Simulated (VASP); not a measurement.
# BaTiO3 (Pm-3m) in VASP: further runs

Runs on BaTiO3. Level: PBEsol+U. Tasks: single point.

Everything below comes from runs of VASP 6.6.1. Logs are shortened: lines on timing, memory, paths and dates and some standing lists are left out, and cuts for length are marked.

## (1) The cell of the first run

The structure is cubic, space group Pm-3m (No. 221). The conventional cell has a = 4.006 Å, b = 4.006 Å, c = 4.006 Å, α = 90.00°, β = 90.00°, γ = 90.00°. Within 3.7 Å of Ba (site symmetry m-3m) lie 12 O at 2.83 Å and 8 Ti at 3.47 Å. Within 2.7 Å of Ti (site symmetry m-3m) lie 6 O at 2.00 Å. Within 2.7 Å of O (site symmetry 4/mmm) lie 2 Ti at 2.00 Å.

## (2) Single point, PBEsol+U

INCAR

```
SYSTEM = BaTiO3
ALGO = Normal
EDIFF = 1E-6
ENCUT = 520
GGA = PS
ISIF = 2
ISMEAR = -1
LASPH = .True.
LCHARG = .False.
LDAU = .True.
LDAUJ = 0 0 0
LDAUL = -1 2 -1
LDAUPRINT = 1
LDAUTYPE = 2
LDAUU = 0 1 0
LMAXMIX = 4
LREAL = .False.
LWAVE = .False.
NBANDS = 28
NELM = 150
PREC = Accurate
SIGMA = 0.05
```

KPOINTS

```
k-points
0
Gamma
  7 7 7
  0 0 0
```

POSCAR

```
BaTiO3
1.0
    4.0060000000      0.0000000000      0.0000000000
    0.0000000000      4.0060000000      0.0000000000
    0.0000000000      0.0000000000      4.0060000000
Ba Ti O
1 1 3
Direct
    0.5000000000      0.5000000000      0.5000000000
    0.0000000000      0.0000000000      0.0000000000
    0.0000000000      0.0000000000      0.5000000000
    0.0000000000      0.5000000000      0.0000000000
    0.5000000000      0.0000000000      0.0000000000
```

Potentials or basis: VASP PAW PBE potentials, release 64 (Ba_sv, Ti_sv, O).

Started as:

```console
$ cat potpaw_PBE.64/Ba_sv/POTCAR potpaw_PBE.64/Ti_sv/POTCAR potpaw_PBE.64/O/POTCAR > POTCAR
$ mpirun -np 1 vasp_std > vasp.out
```

OUTCAR:

```text
SYSTEM = BaTiO3
   EDIFF = 1E-6
   ENCUT = 520
   GGA = PS
   ISIF = 2
   ISMEAR = -1
   LASPH = .True.
   LREAL = .False.
   NELM = 150
   PREC = Accurate

 ion  position               nearest neighbor table
   1  0.500  0.500  0.500-   3 2.83   4 2.83   5 2.83   4 2.83   5 2.83   3 2.83   5 2.83   5 2.83
                             3 2.83   4 2.83   4 2.83   3 2.83   2 3.47   2 3.47   2 3.47   2 3.47
   2  0.000  0.000  0.000-   3 2.00   4 2.00   5 2.00   3 2.00   4 2.00   5 2.00   1 3.47   1 3.47
                             1 3.47   1 3.47   1 3.47   1 3.47   1 3.47   1 3.47
   3  0.000  0.000  0.500-   2 2.00   2 2.00   1 2.83   1 2.83   1 2.83   1 2.83
   4  0.000  0.500  0.000-   2 2.00   2 2.00   1 2.83   1 2.83   1 2.83   1 2.83
   5  0.500  0.000  0.000-   2 2.00   2 2.00   1 2.83   1 2.83   1 2.83   1 2.83

  LATTYP: Found a simple cubic cell.
 ALAT       =     4.0060000000

  Lattice vectors:

 A1 = (   4.0060000000,   0.0000000000,   0.0000000000)
 A2 = (   0.0000000000,   4.0060000000,   0.0000000000)
 A3 = (   0.0000000000,   0.0000000000,   4.0060000000)

Analysis of symmetry for initial positions (statically):
=====================================================================
 Subroutine PRICEL returns:
 Original cell was already a primitive cell.

 Routine SETGRP: Setting up the symmetry group for a
 simple cubic supercell.

 Subroutine GETGRP returns: Found 48 space group operations
 (whereof 48 operations were pure point group operations)
 out of a pool of 48 trial point group operations.

The static configuration has the point symmetry O_h .

Analysis of symmetry for dynamics (positions and initial velocities):
=====================================================================
 Subroutine PRICEL returns:
 Original cell was already a primitive cell.

 Routine SETGRP: Setting up the symmetry group for a
 simple cubic supercell.

 Subroutine GETGRP returns: Found 48 space group operations
 (whereof 48 operations were pure point group operations)
 out of a pool of 48 trial point group operations.

The dynamic configuration has the point symmetry O_h .

 Subroutine INISYM returns: Found 48 space group operations
 (whereof 48 operations are pure point group operations),
 and found     1 'primitive' translations

----------------------------------------------------------------------------------------

                                     Primitive cell

  volume of cell :      64.2884

  direct lattice vectors                    reciprocal lattice vectors
     4.006000000  0.000000000  0.000000000     0.249625562  0.000000000  0.000000000
     0.000000000  4.006000000  0.000000000     0.000000000  0.249625562  0.000000000
     0.000000000  0.000000000  4.006000000     0.000000000  0.000000000  0.249625562

  length of vectors
     4.006000000  4.006000000  4.006000000     0.249625562  0.249625562  0.249625562

  position of ions in fractional coordinates (direct lattice)
     0.500000000  0.500000000  0.500000000
     0.000000000  0.000000000  0.000000000
     0.000000000  0.000000000  0.500000000
     0.000000000  0.500000000  0.000000000
     0.500000000  0.000000000  0.000000000

  ion indices of the primitive-cell ions
   primitive index   ion index
                 1           1
                 2           2
                 3           3
                 4           4
                 5           5

----------------------------------------------------------------------------------------

 KPOINTS: k-points

Automatic generation of k-mesh.
 Grid dimensions read from file:
 generate k-points for:    7    7    7

 Generating k-lattice:
[... 47 lines left out ...]
 SYSTEM =  BaTiO3
   PREC   = accura    normal or accurate (medium, high low for compatibility)
   ISTART =      0    job   : 0-new  1-cont  2-samecut
   ICHARG =      2    charge: 1-file 2-atom 10-const
   ISPIN  =      1    spin polarized calculation?
   LNONCOLLINEAR =      F non collinear calculations
   LSORBIT =      F    spin-orbit coupling
   LASPH  =      T    aspherical Exc in radial PAW
   ENCUT  =  520.0 eV  38.22 Ry    6.18 a.u.   7.45  7.45  7.45*2*pi/ulx,y,z
   NELM   =    150;   NELMIN=  2; NELMDL= -5     # of ELM steps
   EDIFF  = 0.1E-05   stopping-criterion for ELM
   LREAL  =      F    real-space projection
   EDIFFG = 0.1E-04   stopping-criterion for IOM
   NSW    =      0    number of steps for IOM
   IBRION =     -1    ionic relax: 0-MD 1-quasi-New 2-CG
   NFREE  =      0    steps in history (QN), initial steepest desc. (CG)
   ISIF   =      2    stress and relaxation
   ISYM   =      2    0-nonsym 1-usesym 2-fastsym
   POTIM  = 0.5000    time-step for ionic-motion
   TEBEG  =    0.0;   TEEND  =   0.0 temperature during run
   PSTRESS=    0.0 pullay stress
   NELECT =      40.0000    total number of electrons
   NUPDOWN=      -1.0000    fix difference up-down
   EMIN   =  10.00;   EMAX   =-10.00  energy-range for DOS
   EFERMI =   0.00;   METHOD = LEGACY
   ISMEAR =    -1;   SIGMA  =   0.05  broadening in eV -4-tet -1-fermi 0-gaus
   EFERMI_NEDOS =   21; number of points for ismear=-14 and -15
   IALGO  =     38    algorithm
   IMIX   =      4    mixing-type and parameters
     AMIX     =   0.40;   BMIX     =  1.00
     AMIX_MAG =   1.60;   BMIX_MAG =  1.00
  volume/ion in A,a.u.               =      12.86        86.77
  Fermi-wavevector in a.u.,A,eV,Ry     =   1.397603  2.641087 26.576187  1.953295
  Thomas-Fermi vector in A             =   2.520843
   LORBIT       =      0    0 simple, 1 ext, 2 COOP (PROOUT), +10 PAW based schemes
 LDA+U is selected, type is set to LDAUTYPE =  2
   angular momentum for each species LDAUL =    -1    2   -1
   U (eV)           for each species LDAUU =   0.0  1.0  0.0
   J (eV)           for each species LDAUJ =   0.0  0.0  0.0
   GGA     = PS    functional components
   LHFCALC =     F    Hartree Fock is set to
   AEXX    =    0.0000 exact exchange contribution
   IVDW    =     0    specifies the selected vdW correction
   LEPSILON=     F    determine dielectric tensor
   LRPA    =     F    only Hartree local field effects (RPA)
 non-spin polarized calculation
  energy-cutoff  :      520.00
  volume of cell :       64.29
 maximum number of plane-waves:      1759
 NGX is ok and might be reduce to    30
   NGX = 15   NGY = 15   NGZ = 15

atom =   2  type =  2  l = 2

 onsite density matrix

spin component  1

  0.1198 -0.0000 -0.0000  0.0000 -0.0000
 -0.0000  0.1198 -0.0000 -0.0000 -0.0000
 -0.0000 -0.0000  0.2439 -0.0000  0.0000
  0.0000 -0.0000 -0.0000  0.1198  0.0000
 -0.0000 -0.0000  0.0000  0.0000  0.2439

spin component  2

  0.1198 -0.0000 -0.0000  0.0000 -0.0000
 -0.0000  0.1198 -0.0000 -0.0000 -0.0000
 -0.0000 -0.0000  0.2439 -0.0000  0.0000
  0.0000 -0.0000 -0.0000  0.1198  0.0000
 -0.0000 -0.0000  0.0000  0.0000  0.2439

 occupancies and eigenvectors

  o =  0.1198  v =  1.0000  0.0000  0.0000  0.0000  0.0000  0.0000  0.0000  0.0000  0.0000  0.0000      0.0000  0.0000  0.0000  0.0000  0.0000  0.0000  0.0000  0.0000  0.0000  0.0000
  o =  0.1198  v =  0.0000  0.0000  0.0000  0.0000  0.0000  1.0000  0.0000  0.0000  0.0000  0.0000      0.0000  0.0000  0.0000  0.0000  0.0000  0.0000  0.0000  0.0000  0.0000  0.0000
  o =  0.1198  v =  0.0000  0.9425 -0.0000  0.3341  0.0000  0.0000  0.0000  0.0000  0.0000  0.0000      0.0000  0.0000  0.0000  0.0000  0.0000  0.0000  0.0000  0.0000  0.0000  0.0000
  o =  0.1198  v =  0.0000  0.0000  0.0000  0.0000  0.0000  0.0000  0.9425 -0.0000  0.3341  0.0000      0.0000  0.0000  0.0000  0.0000  0.0000  0.0000  0.0000  0.0000  0.0000  0.0000
  o =  0.1198  v =  0.0000 -0.3341 -0.0000  0.9425  0.0000  0.0000  0.0000  0.0000  0.0000  0.0000      0.0000  0.0000  0.0000  0.0000  0.0000  0.0000  0.0000  0.0000  0.0000  0.0000
  o =  0.1198  v =  0.0000  0.0000  0.0000  0.0000  0.0000  0.0000 -0.3341 -0.0000  0.9425  0.0000      0.0000  0.0000  0.0000  0.0000  0.0000  0.0000  0.0000  0.0000  0.0000  0.0000
  o =  0.2439  v =  0.0000  0.0000  0.0000  0.0000  0.0000  0.0000 -0.0000  1.0000  0.0000 -0.0099      0.0000  0.0000  0.0000  0.0000  0.0000  0.0000  0.0000  0.0000  0.0000  0.0000
  o =  0.2439  v =  0.0000 -0.0000  1.0000  0.0000 -0.0099  0.0000  0.0000  0.0000  0.0000  0.0000      0.0000  0.0000  0.0000  0.0000  0.0000  0.0000  0.0000  0.0000  0.0000  0.0000
  o =  0.2439  v =  0.0000  0.0000  0.0000  0.0000  0.0000  0.0000  0.0000 -0.0099  0.0000 -1.0000      0.0000  0.0000  0.0000  0.0000  0.0000  0.0000  0.0000  0.0000  0.0000  0.0000
  o =  0.2439  v =  0.0000  0.0000 -0.0099  0.0000 -1.0000  0.0000  0.0000  0.0000  0.0000  0.0000      0.0000  0.0000  0.0000  0.0000  0.0000  0.0000  0.0000  0.0000  0.0000  0.0000

 number of electron      39.9999976 magnetization

 Free energy of the ion-electron system (eV)
  ---------------------------------------------------
  ext. energy  EPLUGINS =         0.00000000
  ---------------------------------------------------
  free energy    TOTEN  =       -41.28161199 eV

  energy without entropy =      -41.28161199  energy(sigma->0) =      -41.28161199

 E-fermi :   4.6058     XC(G=0): -11.5056

 val. band max:        3.6436583709   @ k =   0.4286   0.4286   0.4286
 cond. band min:       5.5067027710   @ k =   0.0000   0.0000   0.0000
 fundamental gap:      1.8630444001
 Fermi energy:         4.6057605847

 k-point     1 :       0.0000    0.0000    0.0000
  band No.  band energies     occupation
      1     -52.9475      2.00000
      2     -29.2572      2.00000
      3     -29.2572      2.00000
      4     -29.2572      2.00000
      5     -21.0604      2.00000
      6     -13.1193      2.00000
[... 609 lines left out ...]
     27      11.2645      0.00000
     28      11.2645      0.00000

------------------------ aborting loop because EDIFF is reached ----------------------------------------

  FORCE on cell =-STRESS in cart. coord.  units (eV):
  Direction    XX          YY          ZZ          XY          YZ          ZX
  --------------------------------------------------------------------------------------
  -------------------------------------------------------------------------------------
  Total       -0.8123154     -0.8123154     -0.8123154     -0.0000000     -0.0000000     -0.0000000
  in kB      -20.2442837    -20.2442837    -20.2442837     -0.0000000     -0.0000000     -0.0000000
  external PRESSURE =     -20.2442837 kB  Pullay stress =       0.0000000 kB

 VOLUME and BASIS-vectors are now :
 -----------------------------------------------------------------------------
  energy-cutoff  :      520.00
  volume of cell :       64.29
      direct lattice vectors                 reciprocal lattice vectors
     4.006000000  0.000000000  0.000000000     0.249625562  0.000000000  0.000000000
     0.000000000  4.006000000  0.000000000     0.000000000  0.249625562  0.000000000
     0.000000000  0.000000000  4.006000000     0.000000000  0.000000000  0.249625562

 POSITION                                       TOTAL-FORCE (eV/Angst)
 -----------------------------------------------------------------------------------
      2.00300      2.00300      2.00300         0.000000      0.000000      0.000000
      0.00000      0.00000      0.00000         0.000000      0.000000      0.000000
      0.00000      0.00000      2.00300         0.000000      0.000000      0.000000
      0.00000      2.00300      0.00000         0.000000      0.000000      0.000000
      2.00300      0.00000      0.00000         0.000000      0.000000      0.000000
 -----------------------------------------------------------------------------------
    total drift:                                0.000000     -0.000000      0.000000

  FREE ENERGIE OF THE ION-ELECTRON SYSTEM (eV)
  ---------------------------------------------------
  free  energy   TOTEN  =       -41.2816119933 eV

  energy  without entropy=      -41.2816119919  energy(sigma->0) =      -41.28161199
```

Wall time 24 s (1 thread of AMD EPYC 9R45 (Zen 5), shared host); peak memory 0.15 GiB.

Results:

```
Free energy            : -41.2816 eV
Pressure               : -2.0 GPa
Band gap on the k mesh : 1.86 eV, indirect (least direct gap 1.96 eV)
```

Eigenvalues of the final occupation matrices:
```
    site  spin  trace               eigenvalues
site 2 d     1   0.85  0.12 0.12 0.12 0.24 0.24
site 2 d     2   0.85  0.12 0.12 0.12 0.24 0.24
```

Caveat: the PAW data sets were made with another functional, which shifts forces and pressure a little; spin-orbit coupling is left out, which moves the levels of the heavy elements.

## (3) Single point, PBEsol+U

INCAR

```
ALGO = Normal
EDIFF = 1E-6
ENCUT = 520
GGA = PS
ISIF = 2
ISMEAR = -1
LASPH = T
LCHARG = F
LDAU = T
LDAUJ = 0 0 0
LDAUL = -1 2 -1
LDAUPRINT = 1
LDAUTYPE = 2
LDAUU = 0 3 0
LMAXMIX = 4
LREAL = F
LWAVE = F
NBANDS = 28
NELM = 150
PREC = Accurate
SIGMA = 0.05
```

KPOINTS

```
k-points
0
Gamma
  7 7 7
```

POSCAR is that of step 2.

Potentials or basis: VASP PAW PBE potentials, release 64 (Ba_sv, Ti_sv, O).

Started as:

```console
$ cat potpaw_PBE.64/Ba_sv/POTCAR potpaw_PBE.64/Ti_sv/POTCAR potpaw_PBE.64/O/POTCAR > POTCAR
$ mpirun -np 1 vasp_std > vasp.out
```

Wall time 22 s (1 thread of AMD EPYC 9R45 (Zen 5), shared host); peak memory 0.14 GiB.

Results (log left out):

```yaml
Free_energy: -39.9383 eV
Pressure: -0.4 GPa
Band_gap_on_the_k_mesh: 2.09 eV, indirect (least direct gap 2.21 eV)
```

Levels at points of the mesh, in eV from the valence-band top:
| k point | band 18 | band 19 | band 20 | band 21 | band 22 | band 23 |
| --- | --- | --- | --- | --- | --- | --- |
| (0.00, 0.00, 0.00) | -0.12 | -0.12 | -0.12 | 2.09 | 2.09 | 2.09 |

Eigenvalues of the final occupation matrices:
| site | spin | trace | eigenvalues |
| --- | --- | --- | --- |
| site 2 d | 1 | 0.81 | 0.11 0.11 0.11 0.24 0.24 |
| site 2 d | 2 | 0.81 | 0.11 0.11 0.11 0.24 0.24 |

Caveat: the PAW data sets were made with another functional, which shifts forces and pressure a little; spin-orbit coupling is left out, which moves the levels of the heavy elements. A k mesh can miss the band edges.
